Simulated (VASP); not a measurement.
The system is AlRu.

```
CELL_PARAMETERS angstrom
2.94969 0.00000 0.00000
0.00000 2.94969 0.00000
0.00000 0.00000 2.94969
ATOMIC_POSITIONS crystal
Al 0.00000 0.00000 0.00000
Ru 0.50000 0.50000 0.50000
```

```yaml
Program: VASP 6.6.1
Task: relaxation of cell and atoms
Functional: PBEsol
Potentials_or_basis: VASP PAW PBE potentials, release 64 (Al, Ru_pv)
Cutoff: 500 eV
k_mesh: 14 × 14 × 14
Occupations: gaussian, width 0.1 eV
Spin: no spin polarisation
```

At the start: pressure 6.4 GPa; volume 12.83 Å³/atom.

**Question.** How do energy, volume and symmetry change on relaxing?

**Answer.** Over 3 steps the energy falls by 6.9 meV/atom and the volume is 13.19 Å³/atom (+2.8 %); space group Pm-3m (No. 221, to 0.05 Å).

Step by step:
| step | energy change (eV) | largest force (eV/Å) | pressure (GPa) | volume (Å³) |
| --- | --- | --- | --- | --- |
| 1 | 0.0000 | 0.0000 | 6.38 | 25.66 |
| 2 | 0.0227 | 0.0000 | -9.10 | 27.61 |
| 3 | -0.0138 | 0.0000 | -0.07 | 26.38 |

Final structure:
```
Al Ru
1.0
     2.97704    0.00000    0.00000
     0.00000    2.97704    0.00000
     0.00000    0.00000    2.97704
Al Ru
1 1
Direct
  0.00000 0.00000 0.00000
  0.50000 0.50000 0.50000
```

Caveat: the PAW data sets were made with another functional, which shifts forces and pressure a little.
